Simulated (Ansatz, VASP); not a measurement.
## WS2: VASP beside Ansatz

The input INCAR:

```
ALGO = Normal
EDIFF = 1E-8
ENCUT = 520
GGA = PE
ISIF = 2
ISMEAR = -1
LASPH = T
LCHARG = F
LEFG = T
LREAL = F
LWAVE = F
NBANDS = 20
NELM = 60
PREC = Accurate
SIGMA = 0.08
```

The input KPOINTS:

```
k-points
0
Gamma
  13 13 13
```

POSCAR

```
WS2
1.0
    1.6263703958      0.9389853858      6.1633300000
   -1.6263703958      0.9389853858      6.1633300000
    0.0000000000     -1.8779707716      6.1633300000
W S
1 2
Direct
    0.0000000000      0.0000000000      0.0000000000
    0.7503000000      0.7503000000      0.7503000000
    0.5810000000      0.5810000000      0.5810000000
```

Input for Ansatz:

```yaml
crystal:
  lattice:
    - [1.6263703958, 0.9389853858, 6.16333]
    - [-1.6263703958, 0.9389853858, 6.16333]
    - [0.0, -1.8779707716, 6.16333]
  atoms:
    - { symbol: W, position: [0.0, 0.0, 0.0] }
    - { symbol: S, position: [0.7503, 0.7503, 0.7503] }
    - { symbol: S, position: [0.581, 0.581, 0.581] }
kpoints:
  mp_grid: { grid: [13, 13, 13] }
scf:
  occupations: { method: fermi_dirac, width: 0.08 }
hamiltonian:
  xc: pbe
  pseudopotentials: { kind: all_electron, datasets: crystal }
output:
  forces: true
  stress: true
  eigenvalues: true
  efg: { contact_densities: true }
```

Change from the starting cell: equal xx and yy strain of +3 %, crystal datasets.

Alike in both runs: task electric field gradients; functional PBE; k mesh 13 × 13 × 13; occupations fermi-dirac, width 0.08 eV; no spin polarisation.

|  | VASP | Ansatz |
| --- | --- | --- |
| version | VASP 6.6.1 | Ansatz 0.2.0 |
| potentials or method | VASP PAW PBE potentials, release 64 (W_sv, S), cutoff 520 eV | all-electron PAW with datasets made for the crystal, scalar-relativistic |

```csv
,VASP,Ansatz,Ansatz less VASP
pressure (GPa),-4.4,-4.2,+0.11
"traceless stress, the component that is largest in VASP (GPa)",3.10,3.09,-0.013
rms of the force components (eV/Å),0.292,0.291,-0.0012
size of Vzz on the site where it differs most (V/Å²),153.9,175.0,+21.13
```

Atom by atom the forces differ by 0.002 eV/Å (rms over components). Ansatz ran all-electron here, and VASP with PAW potentials.

Spin-orbit coupling is off throughout.
